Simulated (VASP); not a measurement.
# Hf (P6_3/mmc) in VASP: notebook, part 2 of 2

VASP 6.6.1.

**3. Relaxation of cell and atoms, r2SCAN**

The input, POSCAR:

```
Hf
1.0
    3.1967000000      0.0000000000      0.0000000000
   -1.5983000000      2.7684000000      0.0000000000
    0.0000000000      0.0000000000      5.0578000000
Hf
2
Direct
    0.3333333333      0.6666666667      0.2500000000
    0.6666666667      0.3333333333      0.7500000000
```

The input, INCAR.step1:

```
SYSTEM = Hf
ALGO = Normal
EDIFF = 1E-4
ENCUT = 600
GGA = PE
ISMEAR = -1
LASPH = .True.
LCHARG = .False.
LREAL = .False.
LWAVE = .True.
NELM = 60
PREC = Accurate
SIGMA = 0.1
```

The input, INCAR.step2:

```
SYSTEM = Hf
ALGO = Normal
EDIFF = 1E-7
EDIFFG = -0.01
ENCUT = 600
IBRION = 2
ISIF = 3
ISMEAR = -1
ISTART = 1
LASPH = .True.
LCHARG = .False.
LMIXTAU = .True.
LREAL = .False.
LWAVE = .False.
METAGGA = R2SCAN
NELM = 60
NSW = 80
PREC = Accurate
SIGMA = 0.1
```

The input, KPOINTS:

```
k-points
0
Gamma
  9 9 5
  0 0 0
```

Potentials or basis: VASP PAW PBE potentials, release 64 (Hf_pv).

Launch:

```console
> cat potpaw_PBE.64/Hf_pv/POTCAR > POTCAR
> cp INCAR.step1 INCAR
> mpirun -np 1 vasp_std > vasp.out
> cp INCAR.step2 INCAR
> mpirun -np 1 vasp_std > vasp.out
```

OUTCAR:

```text
SYSTEM = Hf
   EDIFF = 1E-7
   EDIFFG = -0.01
   ENCUT = 600
   IBRION = 2
   ISIF = 3
   ISMEAR = -1
   ISTART = 1
   LASPH = .True.
   LREAL = .False.
   METAGGA = R2SCAN
   NELM = 60
   NSW = 80
   PREC = Accurate

 ion  position               nearest neighbor table
   1  0.333  0.667  0.250-   2 3.13   2 3.13   2 3.13   2 3.13   2 3.13   2 3.13
   2  0.667  0.333  0.750-   1 3.13   1 3.13   1 3.13   1 3.13   1 3.13   1 3.13

  Warning from LATTYP: Monoclinic adjustment (A1->A3, A2->A1, A3->A2)!
  LATTYP: Found a base centered orthorhombic cell.
 ALAT       =     3.1966547280
 B/A-ratio  =     1.7320852219
 C/A-ratio  =     1.5822165452

  Lattice vectors:

 A1 = (   1.5984000000,   2.7684000000,   0.0000000000)
 A2 = (  -3.1967000000,   0.0000000000,   0.0000000000)
 A3 = (   0.0000000000,   0.0000000000,   5.0578000000)

Analysis of symmetry for initial positions (statically):
=====================================================================
 Subroutine PRICEL returns:
 Original cell was already a primitive cell.

 Routine SETGRP: Setting up the symmetry group for a
 base centered orthorhombic supercell.

 Subroutine GETGRP returns: Found  8 space group operations
 (whereof  4 operations were pure point group operations)
 out of a pool of  8 trial point group operations.

The static configuration has the point symmetry C_2h.
 The point group associated with its full space group is D_2h.

Analysis of symmetry for dynamics (positions and initial velocities):
=====================================================================
 Subroutine PRICEL returns:
 Original cell was already a primitive cell.

 Routine SETGRP: Setting up the symmetry group for a
 base centered orthorhombic supercell.

 Subroutine GETGRP returns: Found  8 space group operations
 (whereof  4 operations were pure point group operations)
 out of a pool of  8 trial point group operations.

The dynamic configuration has the point symmetry C_2h.
 The point group associated with its full space group is D_2h.

 Subroutine INISYM returns: Found  8 space group operations
 (whereof  4 operations are pure point group operations),
 and found     1 'primitive' translations

----------------------------------------------------------------------------------------

                                     Primitive cell

  volume of cell :      44.7602

  direct lattice vectors                    reciprocal lattice vectors
     3.196700000  0.000000000  0.000000000     0.312822598  0.180604089  0.000000000
    -1.598300000  2.768400000  0.000000000     0.000000000  0.361219477  0.000000000
     0.000000000  0.000000000  5.057800000     0.000000000  0.000000000  0.197714421

  length of vectors
     3.196700000  3.196654728  5.057800000     0.361214361  0.361219477  0.197714421

  position of ions in fractional coordinates (direct lattice)
     0.333333333  0.666666667  0.250000000
     0.666666667  0.333333333  0.750000000

  ion indices of the primitive-cell ions
   primitive index   ion index
                 1           1
                 2           2

----------------------------------------------------------------------------------------

 KPOINTS: k-points

Automatic generation of k-mesh.
[... 53 lines left out ...]
   ions per type =               2
   NGX,Y,Z   is equivalent  to a cutoff of  14.56, 14.56, 13.15 a.u.
   NGXF,Y,Z  is equivalent  to a cutoff of  29.12, 29.12, 26.30 a.u.
 SYSTEM =  Hf
   PREC   = accura    normal or accurate (medium, high low for compatibility)
   ISTART =      1    job   : 0-new  1-cont  2-samecut
   ICHARG =      0    charge: 1-file 2-atom 10-const
   ISPIN  =      1    spin polarized calculation?
   LNONCOLLINEAR =      F non collinear calculations
   LSORBIT =      F    spin-orbit coupling
   LASPH  =      T    aspherical Exc in radial PAW
   ENCUT  =  600.0 eV  44.10 Ry    6.64 a.u.   6.38  6.38 10.10*2*pi/ulx,y,z
   NELM   =     60;   NELMIN=  2; NELMDL=  0     # of ELM steps
   EDIFF  = 0.1E-06   stopping-criterion for ELM
   LREAL  =      F    real-space projection
   EDIFFG = -.1E-01   stopping-criterion for IOM
   NSW    =     80    number of steps for IOM
   IBRION =      2    ionic relax: 0-MD 1-quasi-New 2-CG
   NFREE  =      1    steps in history (QN), initial steepest desc. (CG)
   ISIF   =      3    stress and relaxation
   ISYM   =      2    0-nonsym 1-usesym 2-fastsym
   POTIM  = 0.5000    time-step for ionic-motion
   TEBEG  =    0.0;   TEEND  =   0.0 temperature during run
   PSTRESS=    0.0 pullay stress
   NELECT =      20.0000    total number of electrons
   NUPDOWN=      -1.0000    fix difference up-down
   EMIN   =  10.00;   EMAX   =-10.00  energy-range for DOS
   EFERMI =   0.00;   METHOD = LEGACY
   ISMEAR =    -1;   SIGMA  =   0.10  broadening in eV -4-tet -1-fermi 0-gaus
   EFERMI_NEDOS =   21; number of points for ismear=-14 and -15
   IALGO  =     38    algorithm
   IMIX   =      4    mixing-type and parameters
     AMIX     =   0.40;   BMIX     =  1.00
     AMIX_MAG =   1.60;   BMIX_MAG =  1.00
  volume/ion in A,a.u.               =      22.38       151.03
  Fermi-wavevector in a.u.,A,eV,Ry     =   1.251567  2.365118 21.312431  1.566419
  Thomas-Fermi vector in A             =   2.385508
   LORBIT       =      0    0 simple, 1 ext, 2 COOP (PROOUT), +10 PAW based schemes
   METAGGA = R2SCAN    functional components
   LHFCALC =     F    Hartree Fock is set to
   AEXX    =    0.0000 exact exchange contribution
   IVDW    =     0    specifies the selected vdW correction
   LEPSILON=     F    determine dielectric tensor
   LRPA    =     F    only Hartree local field effects (RPA)
 conjugate gradient relaxation of ions
 non-spin polarized calculation
  energy-cutoff  :      600.00
  volume of cell :       44.76
 maximum number of plane-waves:      1510
 NGX is ok and might be reduce to    28
   NGX = 13   NGY = 13   NGZ = 21

--------------------------------------- Ionic step        1  -------------------------------------------

 number of electron      20.0000001 magnetization

 Free energy of the ion-electron system (eV)
  ---------------------------------------------------
  ext. energy  EPLUGINS =         0.00000000
  ---------------------------------------------------
  free energy    TOTEN  =       -90.32539928 eV

  energy without entropy =      -90.28001945  energy(sigma->0) =      -90.30270936

------------------------ aborting loop because EDIFF is reached ----------------------------------------

  FORCE on cell =-STRESS in cart. coord.  units (eV):
  Direction    XX          YY          ZZ          XY          YZ          ZX
  --------------------------------------------------------------------------------------
  -------------------------------------------------------------------------------------
  Total       -0.1349947     -0.1345869     -0.3374520     -0.0003536      0.0000000      0.0000000
  in kB       -4.8320899     -4.8174934    -12.0789803     -0.0126569      0.0000000      0.0000000
  external PRESSURE =      -7.2428545 kB  Pullay stress =       0.0000000 kB
[... 95 lines left out ...]
--------------------------------------- Ionic step        4  -------------------------------------------

 number of electron      19.9999999 magnetization

 Free energy of the ion-electron system (eV)
  ---------------------------------------------------
  ext. energy  EPLUGINS =         0.00000000
  ---------------------------------------------------
  free energy    TOTEN  =       -90.32643755 eV

  energy without entropy =      -90.28224053  energy(sigma->0) =      -90.30433904

 E-fermi :   4.8581     XC(G=0): -12.1852

 val. band max:        4.8121796013   @ k =   0.0000   0.0000   0.4000
 cond. band min:       4.8584348666   @ k =   0.2222   0.4444   0.4000
 fundamental gap:      0.0462552653
 Fermi energy:         4.8580811929

 k-point     1 :       0.0000    0.0000    0.0000
  band No.  band energies     occupation
      1     -27.3760      2.00000
      2     -26.5865      2.00000
      3     -26.5865      2.00000
      4     -26.4539      2.00000
      5     -26.4515      2.00000
      6     -26.4515      2.00000
      7      -2.9001      2.00000
      8       1.0219      2.00000
      9       5.3453      0.01520
     10       6.1993      0.00000
     11       6.1994      0.00000
     12       6.5659      0.00000
     13       7.0935      0.00000
     14       7.0935      0.00000
[... 377 lines left out ...]
      1     -27.0962      2.00000
      2     -27.0392      2.00000
      3     -26.9613      2.00000
      4     -26.7747      2.00000
      5     -26.6487      2.00000
      6     -26.5734      2.00000
      7       0.8735      2.00000
      8       2.5730      2.00000
      9       2.8029      2.00000
     10       3.7744      1.99996
     11       5.5982      0.00122
     12       6.0990      0.00001
     13       6.3237      0.00000
     14       9.5442      0.00000

 [... further k-points ...]
[... 5 lines left out ...]
  --------------------------------------------------------------------------------------
  -------------------------------------------------------------------------------------
  Total        0.0049583      0.0049436     -0.0083944      0.0000127      0.0000000      0.0000000
  in kB        0.1786592      0.1781302     -0.3024699      0.0004588      0.0000000      0.0000000
  external PRESSURE =       0.0181065 kB  Pullay stress =       0.0000000 kB
[... 17 lines left out ...]
  FREE ENERGIE OF THE ION-ELECTRON SYSTEM (eV)
  ---------------------------------------------------
  free  energy   TOTEN  =       -90.3264375524 eV

  energy  without entropy=      -90.2822405278  energy(sigma->0) =      -90.30433904

 reached required accuracy - stopping structural energy minimisation
```

OSZICAR.step1:

```text
N       E                     dE             d eps       ncg     rms          rms(c)
DAV:   1     0.518492468476E+02    0.51849E+02   -0.12740E+04  2108   0.152E+03
DAV:   2    -0.183274170098E+02   -0.70177E+02   -0.69045E+02  2562   0.287E+02
DAV:   3    -0.205688164847E+02   -0.22414E+01   -0.21847E+01  2862   0.325E+01
DAV:   4    -0.205903470120E+02   -0.21531E-01   -0.21518E-01  2382   0.393E+00
DAV:   5    -0.205906938912E+02   -0.34688E-03   -0.34686E-03  2956   0.401E-01    0.650E+01
DAV:   6    -0.200687434866E+02    0.52195E+00   -0.50490E-01  2256   0.549E+00    0.384E+01
DAV:   7    -0.198878638132E+02    0.18088E+00   -0.84307E-01  2262   0.680E+00    0.187E+00
DAV:   8    -0.198781026044E+02    0.97612E-02   -0.55106E-02  2328   0.180E+00    0.255E-01
DAV:   9    -0.198782164030E+02   -0.11380E-03   -0.11896E-03  2952   0.277E-01    0.206E-01
DAV:  10    -0.198782037411E+02    0.12662E-04   -0.54041E-05  1548   0.626E-02
   1 F= -.19878204E+02 E0= -.19852254E+02  d E =-.518999E-01
```

Wall time 5.8 min (1 thread of Intel Xeon 6975P-C (Granite Rapids), shared host); peak memory 0.22 GiB.

Results:

- Free energy: -90.3264 eV
- Relaxed volume: 22.23 Å³/atom
- Relaxed cell: a = 3.195 Å, b = 3.195 Å, c = 5.029 Å, α = 90.00°, β = 90.00°, γ = 120.00°
- Space group after relaxing (to 0.05 Å): P6_3/mmc (No. 194)
- Energy gained by relaxing: 0.5 meV/atom
- Ionic steps: 4
- Pressure after relaxing: 0.0 GPa
- Band gap on the k mesh: zero (band 10 reaches 6.20 eV, above the bottom of band 11 at 4.47 eV)

Step by step:
```csv
step,energy change (eV),largest force (eV/Å),pressure (GPa),volume (Å³)
1,0.0000,0.0001,-0.72,44.76
2,0.0000,0.0000,0.91,44.11
3,-0.0009,0.0000,0.08,44.43
4,-0.0010,0.0000,0.00,44.46
```

Final structure:
```
Hf
1.0
     3.19518   -0.00003    0.00000
    -1.59757    2.76713    0.00000
     0.00000    0.00000    5.02915
Hf
2
Direct
  0.33333 0.66667 0.25000
  0.66667 0.33333 0.75000
```

Caveat: the PAW data sets were made with another functional, which shifts forces and pressure a little; spin-orbit coupling is left out, which moves the levels of the heavy elements.
